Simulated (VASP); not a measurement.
# TaH (F-43m) in VASP: a series of runs

The runs below take TaH through relaxation of cell and atoms, with PBE.

Everything below comes from runs of VASP 6.6.1. Logs are shortened: lines on timing, memory, paths and dates and some standing lists are left out, and cuts for length are marked.

## (1) The cell of the first run

Symmetry: F-43m, No. 216, cubic system. Conventional cell: a = 4.558 Å, b = 4.558 Å, c = 4.558 Å, α = 90.00°, β = 90.00°, γ = 90.00°. Ta (site symmetry -43m) has 4 H at 1.97 Å within 2.6 Å. H (site symmetry -43m) has 4 Ta at 1.97 Å within 2.6 Å.

## (2) Relaxation of cell and atoms, PBE

File INCAR:

```
SYSTEM = TaH
PREC = Accurate ; ENCUT = 500
EDIFF = 1E-7 ; ISMEAR = 0
SIGMA = 0.2 ; LREAL = .FALSE.
LASPH = .TRUE. ; NELM = 120
ALGO = Normal ; ISIF = 3
LWAVE = .FALSE. ; LCHARG = .FALSE.
GGA = PE ; IBRION = 2
NSW = 36 ; EDIFFG = -0.08
GGA_COMPAT = .FALSE. ; NELMIN = 4
```

File KPOINTS:

```
regular mesh
0
G
  7 7 7
  0 0 0
```

File POSCAR:

```
TaH
1.0
    0.0000000000      2.2791382700      2.2791382700
    2.2791382700      0.0000000000      2.2791382700
    2.2791382700      2.2791382700      0.0000000000
Ta H
1 1
Direct
    0.7500000000      0.7500000000      0.7500000000
    0.5000000000      0.5000000000      0.5000000000
```

Potentials or basis: VASP PAW PBE potentials, release 64 (Ta_pv, H).

Launch:

```console
> cat potpaw_PBE.64/Ta_pv/POTCAR potpaw_PBE.64/H/POTCAR > POTCAR
> mpirun -np 1 vasp_std > vasp.out
```

OUTCAR:

```text
SYSTEM = TaH
   PREC = Accurate
   ENCUT = 500
   EDIFF = 1E-7
   ISMEAR = 0
   LREAL = .FALSE.
   LASPH = .TRUE.
   NELM = 120
   ISIF = 3
   GGA = PE
   IBRION = 2
   NSW = 36
   EDIFFG = -0.08
   NELMIN = 4

 ion  position               nearest neighbor table
   1  0.750  0.750  0.750-   2 1.97   2 1.97   2 1.97   2 1.97
   2  0.500  0.500  0.500-   1 1.97   1 1.97   1 1.97   1 1.97

  LATTYP: Found a face centered cubic cell.
 ALAT       =     4.5582765400

  Lattice vectors:

 A1 = (   0.0000000000,   2.2791382700,   2.2791382700)
 A2 = (   2.2791382700,   0.0000000000,   2.2791382700)
 A3 = (   2.2791382700,   2.2791382700,   0.0000000000)

Analysis of symmetry for initial positions (statically):
=====================================================================
 Subroutine PRICEL returns:
 Original cell was already a primitive cell.

 Routine SETGRP: Setting up the symmetry group for a
 face centered cubic supercell.

 Subroutine GETGRP returns: Found 24 space group operations
 (whereof 24 operations were pure point group operations)
 out of a pool of 48 trial point group operations.

The static configuration has the point symmetry T_d .

Analysis of symmetry for dynamics (positions and initial velocities):
=====================================================================
 Subroutine PRICEL returns:
 Original cell was already a primitive cell.

 Routine SETGRP: Setting up the symmetry group for a
 face centered cubic supercell.

 Subroutine GETGRP returns: Found 24 space group operations
 (whereof 24 operations were pure point group operations)
 out of a pool of 48 trial point group operations.

The dynamic configuration has the point symmetry T_d .

 Subroutine INISYM returns: Found 24 space group operations
 (whereof 24 operations are pure point group operations),
 and found     1 'primitive' translations

----------------------------------------------------------------------------------------

                                     Primitive cell

  volume of cell :      23.6778

  direct lattice vectors                    reciprocal lattice vectors
     0.000000000  2.279138270  2.279138270    -0.219381161  0.219381161  0.219381161
     2.279138270  0.000000000  2.279138270     0.219381161 -0.219381161  0.219381161
     2.279138270  2.279138270  0.000000000     0.219381161  0.219381161 -0.219381161
[... 68 lines left out ...]
   NGXF,Y,Z  is equivalent  to a cutoff of  24.76, 24.76, 24.76 a.u.
 SYSTEM =  TaH
   PREC   = accura    normal or accurate (medium, high low for compatibility)
   ISTART =      0    job   : 0-new  1-cont  2-samecut
   ICHARG =      2    charge: 1-file 2-atom 10-const
   ISPIN  =      1    spin polarized calculation?
   LNONCOLLINEAR =      F non collinear calculations
   LSORBIT =      F    spin-orbit coupling
   LASPH  =      T    aspherical Exc in radial PAW
   ENCUT  =  500.0 eV  36.75 Ry    6.06 a.u.   5.88  5.88  5.88*2*pi/ulx,y,z
   NELM   =    120;   NELMIN=  4; NELMDL= -5     # of ELM steps
   EDIFF  = 0.1E-06   stopping-criterion for ELM
   LREAL  =      F    real-space projection
   EDIFFG = -.8E-01   stopping-criterion for IOM
   NSW    =     36    number of steps for IOM
   IBRION =      2    ionic relax: 0-MD 1-quasi-New 2-CG
   NFREE  =      1    steps in history (QN), initial steepest desc. (CG)
   ISIF   =      3    stress and relaxation
   ISYM   =      2    0-nonsym 1-usesym 2-fastsym
   POTIM  = 0.5000    time-step for ionic-motion
   TEBEG  =    0.0;   TEEND  =   0.0 temperature during run
   PSTRESS=    0.0 pullay stress
   NELECT =      12.0000    total number of electrons
   NUPDOWN=      -1.0000    fix difference up-down
   EMIN   =  10.00;   EMAX   =-10.00  energy-range for DOS
   EFERMI =   0.00;   METHOD = LEGACY
   ISMEAR =     0;   SIGMA  =   0.20  broadening in eV -4-tet -1-fermi 0-gaus
   EFERMI_NEDOS =   21; number of points for ismear=-14 and -15
   IALGO  =     38    algorithm
   IMIX   =      4    mixing-type and parameters
     AMIX     =   0.40;   BMIX     =  1.00
     AMIX_MAG =   1.60;   BMIX_MAG =  1.00
  volume/ion in A,a.u.               =      11.84        79.89
  Fermi-wavevector in a.u.,A,eV,Ry     =   1.305233  2.466532 23.179322  1.703632
  Thomas-Fermi vector in A             =   2.436115
   LORBIT       =      0    0 simple, 1 ext, 2 COOP (PROOUT), +10 PAW based schemes
   GGA     = PE    functional components
   LHFCALC =     F    Hartree Fock is set to
   AEXX    =    0.0000 exact exchange contribution
   IVDW    =     0    specifies the selected vdW correction
   LEPSILON=     F    determine dielectric tensor
   LRPA    =     F    only Hartree local field effects (RPA)
 conjugate gradient relaxation of ions
 non-spin polarized calculation
 Gauss-broadening in eV      SIGMA  =   0.20
  energy-cutoff  :      500.00
  volume of cell :       23.68
 maximum number of plane-waves:       612
   NGX = 11   NGY = 11   NGZ = 11

--------------------------------------- Ionic step        1  -------------------------------------------

 number of electron      12.0000000 magnetization

 Free energy of the ion-electron system (eV)
  ---------------------------------------------------
  ext. energy  EPLUGINS =         0.00000000
  ---------------------------------------------------
  free energy    TOTEN  =       -15.15929467 eV

  energy without entropy =      -15.12973141  energy(sigma->0) =      -15.14451304

------------------------ aborting loop because EDIFF is reached ----------------------------------------

  FORCE on cell =-STRESS in cart. coord.  units (eV):
  Direction    XX          YY          ZZ          XY          YZ          ZX
  --------------------------------------------------------------------------------------
  -------------------------------------------------------------------------------------
  Total       -2.2684653     -2.2684653     -2.2684653      0.0000000     -0.0000000      0.0000000
  in kB     -153.4972897   -153.4972897   -153.4972897      0.0000000     -0.0000000      0.0000000
  external PRESSURE =    -153.4972897 kB  Pullay stress =       0.0000000 kB
[... 59 lines left out ...]
--------------------------------------- Ionic step        3  -------------------------------------------

 number of electron      12.0000001 magnetization

 Free energy of the ion-electron system (eV)
  ---------------------------------------------------
  ext. energy  EPLUGINS =         0.00000000
  ---------------------------------------------------
  free energy    TOTEN  =       -15.26781169 eV

  energy without entropy =      -15.24064390  energy(sigma->0) =      -15.25422780

 E-fermi :   5.3524     XC(G=0): -12.1630

 val. band max:        5.2992829106   @ k =  -0.1429   0.1429   0.0000
 cond. band min:       5.3607568501   @ k =   0.2857   0.0000   0.0000
 fundamental gap:      0.0614739395
 Fermi energy:         5.3524163052

 k-point     1 :       0.0000    0.0000    0.0000
  band No.  band energies     occupation
      1     -28.9064      2.00000
      2     -28.9064      2.00000
      3     -28.9064      2.00000
      4      -5.2742      2.00000
      5       4.9736      1.99260
      6       4.9736      1.99260
      7       4.9736      1.99260
      8       7.8957      0.00000
      9       7.8957      0.00000
     10       9.5856      0.00000
[... 274 lines left out ...]
  FREE ENERGIE OF THE ION-ELECTRON SYSTEM (eV)
  ---------------------------------------------------
  free  energy   TOTEN  =       -15.2678116900 eV

  energy  without entropy=      -15.2406439046  energy(sigma->0) =      -15.25422780

 reached required accuracy - stopping structural energy minimisation
```

OSZICAR:

```text
N       E                     dE             d eps       ncg     rms          rms(c)
DAV:   1     0.544292106161E+02    0.54429E+02   -0.74932E+03   400   0.117E+03
DAV:   2    -0.149558274554E+02   -0.69385E+02   -0.68372E+02   434   0.259E+02
DAV:   3    -0.162639630701E+02   -0.13081E+01   -0.12882E+01   510   0.346E+01
[... 25 lines left out ...]
DAV:   4    -0.152678212641E+02   -0.48088E-03   -0.45789E-03   460   0.718E-01    0.768E-02
DAV:   5    -0.152678057417E+02    0.15522E-04   -0.25613E-04   466   0.182E-01    0.556E-02
DAV:   6    -0.152678120583E+02   -0.63166E-05   -0.26859E-05   452   0.454E-02    0.786E-03
DAV:   7    -0.152678117833E+02    0.27501E-06   -0.14747E-06   434   0.101E-02    0.546E-03
DAV:   8    -0.152678116900E+02    0.93321E-07   -0.64454E-08   316   0.263E-03
   3 F= -.15267812E+02 E0= -.15254228E+02  d E =-.108517E+00
```

CONTCAR:

```text
TaH
   1.00000000000000
     0.0000000000000000    2.2107036342433410    2.2107036342433410
     2.2107036342433410   -0.0000000000000000    2.2107036342433410
     2.2107036342433410    2.2107036342433410    0.0000000000000000
  Ta              H
     1     1
Direct
     0.7500000000000000    0.7500000000000000    0.7500000000000000
     0.5000000000000000    0.5000000000000000    0.5000000000000000

  0.00000000E+00  0.00000000E+00  0.00000000E+00
  0.00000000E+00  0.00000000E+00  0.00000000E+00
```

Wall time 8.6 s (1 thread of Intel Xeon 6975P-C (Granite Rapids), shared host); peak memory 0.15 GiB.

Results:

```yaml
Free_energy: -15.2678 eV
Relaxed_volume: 10.80 Å³/atom
Relaxed_cell: a = 3.126 Å, b = 3.126 Å, c = 3.126 Å, α = 60.00°, β = 60.00°, γ = 60.00°
Space_group_after_relaxing_to_0.05_Å: F-43m (No. 216)
Energy_gained_by_relaxing: 54.3 meV/atom
Ionic_steps: 3
Pressure_after_relaxing: -0.2 GPa
Band_gap_on_the_k_mesh: zero (band 6 reaches 5.52 eV, above the bottom of band 7 at 4.97 eV)
```

Step by step:
```csv
step,energy change (eV),largest force (eV/Å),pressure (GPa),volume (Å³)
1,0.0000,0.0000,-15.35,23.68
2,-0.0247,0.0000,18.08,20.00
3,-0.1085,0.0000,-0.19,21.61
```

Final structure:
```yaml
crystal:
  lattice:
    - [0.00000, 2.21070, 2.21070]
    - [2.21070, 0.00000, 2.21070]
    - [2.21070, 2.21070, 0.00000]
  atoms:
    - { symbol: Ta, position: [0.75000, 0.75000, 0.75000] }
    - { symbol: H, position: [0.50000, 0.50000, 0.50000] }
```

Levels at points of the mesh, in eV from the Fermi level:
| k point | band 2 | band 3 | band 4 | band 5 | band 6 | band 7 | band 8 | band 9 | band 10 |
| --- | --- | --- | --- | --- | --- | --- | --- | --- | --- |
| (0.00, 0.00, 0.00) | -34.26 | -34.26 | -10.63 | -0.38 | -0.38 | -0.38 | 2.54 | 2.54 | 4.23 |

Caveat: spin-orbit coupling is left out, which moves the levels of the heavy elements.

## (3) Relaxation of cell and atoms, PBE

This run uses another cell than the first one, of 11.77 Å³/atom, 0.995 times its volume.

File INCAR:

```
  PREC = Accurate
  ENCUT = 500
  EDIFF = 1E-7
  ISMEAR = 0
  SIGMA = 0.2
  LREAL = False
  LASPH = True
  NELM = 120
  ALGO = Normal
  ISIF = 3
  LWAVE = False
  LCHARG = False
  GGA = PE
  IBRION = 2
  NSW = 36
  EDIFFG = -0.08
  GGA_COMPAT = False
  NELMIN = 4
```

File KPOINTS:

```
Automatic mesh
0
Gamma
  7 7 7
```

File POSCAR:

```
TaH
1.0
    0.0000000000      2.2750000000      2.2750000000
    2.2750000000      0.0000000000      2.2750000000
    2.2750000000      2.2750000000      0.0000000000
Ta H
1 1
Direct
    0.0000000000      0.0000000000      0.0000000000
    0.2500000000      0.2500000000      0.2500000000
```

Potentials or basis: VASP PAW PBE potentials, release 64 (Ta_pv, H).

Launch:

```console
> cat potpaw_PBE.64/Ta_pv/POTCAR potpaw_PBE.64/H/POTCAR > POTCAR
> mpirun -np 1 vasp_std > vasp.out
```

Wall time 8.7 s (1 thread of Intel Xeon 6975P-C (Granite Rapids), shared host); peak memory 0.14 GiB.

Results (log left out):

| Property | Result |
| --- | --- |
| Free energy | -15.2677 eV |
| Relaxed volume | 10.80 Å³/atom |
| Relaxed cell | a = 3.126 Å, b = 3.126 Å, c = 3.126 Å, α = 60.00°, β = 60.00°, γ = 60.00° |
| Space group after relaxing (to 0.05 Å) | F-43m (No. 216) |
| Energy gained by relaxing | 48.3 meV/atom |
| Ionic steps | 3 |
| Pressure after relaxing | -0.2 GPa |
| Band gap on the k mesh | zero (band 6 reaches 5.52 eV, above the bottom of band 7 at 4.97 eV) |

The path:
```tsv
step	energy change (eV)	largest force (eV/Å)	pressure (GPa)	volume (Å³)
1	0.0000	0.0000	-14.61	23.55
2	-0.0210	0.0000	17.05	20.08
3	-0.0965	0.0000	-0.17	21.61
```

Final structure:
```xyz
2
Lattice="0.0000 2.2106 2.2106 2.2106 0.0000 2.2106 2.2106 2.2106 0.0000" Properties=species:S:1:pos:R:3 pbc="T T T"
Ta    0.0000    0.0000    0.0000
H     1.1053    1.1053    1.1053
```

Levels at points of the mesh, in eV from the Fermi level:
| k point | band 2 | band 3 | band 4 | band 5 | band 6 | band 7 | band 8 | band 9 | band 10 |
| --- | --- | --- | --- | --- | --- | --- | --- | --- | --- |
| (0.00, 0.00, 0.00) | -34.26 | -34.26 | -10.63 | -0.38 | -0.38 | -0.38 | 2.54 | 2.54 | 4.23 |

Caveat: spin-orbit coupling is left out, which moves the levels of the heavy elements.
